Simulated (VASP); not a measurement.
# Sn (Pm-3n) in VASP: single point with PBEsol

Aim: the single point of Sn with PBEsol.

Everything below comes from runs of VASP 6.6.1. Logs are shortened: lines on timing, memory, paths and dates and some standing lists are left out, and cuts for length are marked.

## Step 1: The cell of the first run

The structure is cubic, space group Pm-3n (No. 223). Conventional cell: a = 5.996 Å, b = 5.996 Å, c = 5.996 Å, α = 90.00°, β = 90.00°, γ = 90.00°. Within 4.4 Å of Sn (site symmetry m-3) lie 12 Sn at 3.35 Å. Within 3.9 Å of Sn (site symmetry -4m2) lie 14 Sn at 3.00 to 3.67 Å.

## Step 2: Single point, PBEsol

INCAR

```
PREC = Accurate
ENCUT = 520
EDIFF = 1E-6
ISMEAR = 0
SIGMA = 0.1
LREAL = F
LASPH = T
NELM = 60
ALGO = Fast
ISIF = 2
LWAVE = F
LCHARG = F
GGA = PS
NBANDS = 66
```

KPOINTS

```
Automatic mesh
0
Gamma
  6 6 6
```

POSCAR

```
Sn
1.0
    5.9964966658      0.0000000000      0.0000000000
    0.0000000000      5.9964966658      0.0000000000
    0.0000000000      0.0000000000      5.9964966658
Sn
8
Direct
    0.5000000000      0.5000000000      0.5000000000
    0.0000000000      0.0000000000      0.0000000000
    0.2500000000      0.0000000000      0.5000000000
    0.5000000000      0.2500000000      0.0000000000
    0.5000000000      0.7500000000      0.0000000000
    0.7500000000      0.0000000000      0.5000000000
    0.0000000000      0.5000000000      0.7500000000
    0.0000000000      0.5000000000      0.2500000000
```

Potentials or basis: VASP PAW PBE potentials, release 64 (Sn_d).

Launch:

```console
cat potpaw_PBE.64/Sn_d/POTCAR > POTCAR
mpirun -np 1 vasp_std > vasp.out
```

OUTCAR:

```text
PREC = Accurate
   ENCUT = 520
   EDIFF = 1E-6
   ISMEAR = 0
   LREAL = F
   LASPH = T
   NELM = 60
   ISIF = 2
   GGA = PS

 ion  position               nearest neighbor table
   1  0.500  0.500  0.500-   3 3.35   4 3.35   5 3.35   6 3.35   7 3.35   8 3.35   4 3.35   5 3.35
                             3 3.35   6 3.35   7 3.35   8 3.35
   2  0.000  0.000  0.000-   3 3.35   4 3.35   5 3.35   6 3.35   7 3.35   8 3.35   3 3.35   6 3.35
                             7 3.35   8 3.35   4 3.35   5 3.35
   3  0.250  0.000  0.500-   6 3.00   6 3.00   1 3.35   2 3.35   1 3.35   2 3.35   8 3.67   7 3.67
                             8 3.67   7 3.67   4 3.67   5 3.67   4 3.67   5 3.67
   4  0.500  0.250  0.000-   5 3.00   5 3.00   1 3.35   1 3.35   2 3.35   2 3.35   8 3.67   7 3.67
                             7 3.67   8 3.67   6 3.67   3 3.67   3 3.67   6 3.67
   5  0.500  0.750  0.000-   4 3.00   4 3.00   1 3.35   1 3.35   2 3.35   2 3.35   8 3.67   7 3.67
                             7 3.67   8 3.67   6 3.67   3 3.67   3 3.67   6 3.67
   6  0.750  0.000  0.500-   3 3.00   3 3.00   1 3.35   2 3.35   1 3.35   2 3.35   8 3.67   7 3.67
                             8 3.67   7 3.67   5 3.67   4 3.67   4 3.67   5 3.67
   7  0.000  0.500  0.750-   8 3.00   8 3.00   1 3.35   2 3.35   2 3.35   1 3.35   3 3.67   4 3.67
                             5 3.67   3 3.67   6 3.67   6 3.67   4 3.67   5 3.67
   8  0.000  0.500  0.250-   7 3.00   7 3.00   1 3.35   2 3.35   2 3.35   1 3.35   3 3.67   4 3.67
                             5 3.67   3 3.67   6 3.67   6 3.67   4 3.67   5 3.67

  LATTYP: Found a simple cubic cell.
 ALAT       =     5.9964966658

  Lattice vectors:

 A1 = (   5.9964966658,   0.0000000000,   0.0000000000)
 A2 = (   0.0000000000,   5.9964966658,   0.0000000000)
 A3 = (   0.0000000000,   0.0000000000,   5.9964966658)

Analysis of symmetry for initial positions (statically):
=====================================================================
 Subroutine PRICEL returns:
 Original cell was already a primitive cell.

 Routine SETGRP: Setting up the symmetry group for a
 simple cubic supercell.

 Subroutine GETGRP returns: Found 48 space group operations
 (whereof 24 operations were pure point group operations)
 out of a pool of 48 trial point group operations.

The static configuration has the point symmetry T_h .
 The point group associated with its full space group is O_h .

Analysis of symmetry for dynamics (positions and initial velocities):
=====================================================================
 Subroutine PRICEL returns:
 Original cell was already a primitive cell.

 Routine SETGRP: Setting up the symmetry group for a
 simple cubic supercell.

 Subroutine GETGRP returns: Found 48 space group operations
[... 122 lines left out ...]
   NELECT =     112.0000    total number of electrons
   NUPDOWN=      -1.0000    fix difference up-down
   EMIN   =  10.00;   EMAX   =-10.00  energy-range for DOS
   EFERMI =   0.00;   METHOD = LEGACY
   ISMEAR =     0;   SIGMA  =   0.10  broadening in eV -4-tet -1-fermi 0-gaus
   EFERMI_NEDOS =   21; number of points for ismear=-14 and -15
   IALGO  =     68    algorithm
   IMIX   =      4    mixing-type and parameters
     AMIX     =   0.40;   BMIX     =  1.00
     AMIX_MAG =   1.60;   BMIX_MAG =  1.00
  volume/ion in A,a.u.               =      26.95       181.89
  Fermi-wavevector in a.u.,A,eV,Ry     =   1.315982  2.486845 23.562682  1.731808
  Thomas-Fermi vector in A             =   2.446126
   LORBIT       =      0    0 simple, 1 ext, 2 COOP (PROOUT), +10 PAW based schemes
   GGA     = PS    functional components
   LHFCALC =     F    Hartree Fock is set to
   AEXX    =    0.0000 exact exchange contribution
   IVDW    =     0    specifies the selected vdW correction
   LEPSILON=     F    determine dielectric tensor
   LRPA    =     F    only Hartree local field effects (RPA)
 non-spin polarized calculation
 RMM-DIIS sequential band-by-band and
 Gauss-broadening in eV      SIGMA  =   0.10
  energy-cutoff  :      520.00
  volume of cell :      215.62
 maximum number of plane-waves:      5846
 NGX is ok and might be reduce to    48
   NGX = 23   NGY = 23   NGZ = 23

 number of electron     112.0000012 magnetization

 Free energy of the ion-electron system (eV)
  ---------------------------------------------------
  ext. energy  EPLUGINS =         0.00000000
  ---------------------------------------------------
  free energy    TOTEN  =       -33.34013769 eV

  energy without entropy =      -33.31400468  energy(sigma->0) =      -33.32707118

 E-fermi :   8.0562     XC(G=0): -10.5352

 val. band max:        8.0004716718   @ k =   0.5000   0.5000   0.3333
 cond. band min:       8.0637080213   @ k =   0.3333   0.1667   0.1667
 fundamental gap:      0.0632363495
 Fermi energy:         8.0561752524

 k-point     1 :       0.0000    0.0000    0.0000
  band No.  band energies     occupation
      1     -13.5700      2.00000
      2     -13.5620      2.00000
      3     -13.5620      2.00000
      4     -13.4395      2.00000
      5     -13.4395      2.00000
      6     -13.4395      2.00000
[... 1369 lines left out ...]
     65       9.7802      0.00000
     66       9.7802      0.00000

------------------------ aborting loop because EDIFF is reached ----------------------------------------

  FORCE on cell =-STRESS in cart. coord.  units (eV):
  Direction    XX          YY          ZZ          XY          YZ          ZX
  --------------------------------------------------------------------------------------
  -------------------------------------------------------------------------------------
  Total       -0.0690351     -0.0690351     -0.0690351     -0.0000000      0.0000000      0.0000000
  in kB       -0.5129653     -0.5129653     -0.5129653     -0.0000000      0.0000000      0.0000000
  external PRESSURE =      -0.5129653 kB  Pullay stress =       0.0000000 kB

 VOLUME and BASIS-vectors are now :
 -----------------------------------------------------------------------------
  energy-cutoff  :      520.00
  volume of cell :      215.62
      direct lattice vectors                 reciprocal lattice vectors
     5.996496666  0.000000000  0.000000000     0.166764038  0.000000000  0.000000000
     0.000000000  5.996496666  0.000000000     0.000000000  0.166764038  0.000000000
     0.000000000  0.000000000  5.996496666     0.000000000  0.000000000  0.166764038

 POSITION                                       TOTAL-FORCE (eV/Angst)
 -----------------------------------------------------------------------------------
      2.99825      2.99825      2.99825         0.000000     -0.000000      0.000000
      0.00000      0.00000      0.00000         0.000000     -0.000000      0.000000
      1.49912      0.00000      2.99825         0.000000      0.000000     -0.000000
      2.99825      1.49912      0.00000         0.000000     -0.000000     -0.000000
      2.99825      4.49737      0.00000         0.000000      0.000000      0.000000
      4.49737      0.00000      2.99825        -0.000000     -0.000000     -0.000000
      0.00000      2.99825      4.49737         0.000000     -0.000000      0.000000
      0.00000      2.99825      1.49912        -0.000000      0.000000      0.000000
 -----------------------------------------------------------------------------------
    total drift:                                0.000000     -0.000000      0.000000

  FREE ENERGIE OF THE ION-ELECTRON SYSTEM (eV)
  ---------------------------------------------------
  free  energy   TOTEN  =       -33.3401376862 eV

  energy  without entropy=      -33.3140046753  energy(sigma->0) =      -33.32707118
```

stdout:

```text
POSCAR found type information on POSCAR Sn
 POSCAR found :  1 types and       8 ions
 scaLAPACK will be used
 -----------------------------------------------------------------------------
|                                                                             |
|                                                                             |
|     You enforced a specific xc type in the INCAR file but a different       |
|     I HOPE YOU KNOW WHAT YOU ARE DOING!                                     |
|                                                                             |
 -----------------------------------------------------------------------------

 LDA part: xc-table for (Slater+PW92), standard interpolation
 POSCAR, INCAR and KPOINTS ok, starting setup
 FFT: planning ... GRIDC
 FFT: planning ... GRID_SOFT
 FFT: planning ... GRID
 WAVECAR not read
 entering main loop
```

Run time: 12 min. Hardware: 1 thread of Intel Xeon 8259CL, shared host; peak memory 0.42 GiB.

What came out:

```yaml
Free_energy: -33.3401 eV
Pressure: -0.1 GPa
Band_gap_on_the_k_mesh: zero (bands 56 and 57 overlap by 1.59 eV)
```

Caveat: the PAW data sets were made with another functional, which shifts forces and pressure a little; spin-orbit coupling is left out, which moves the levels of the heavy elements.
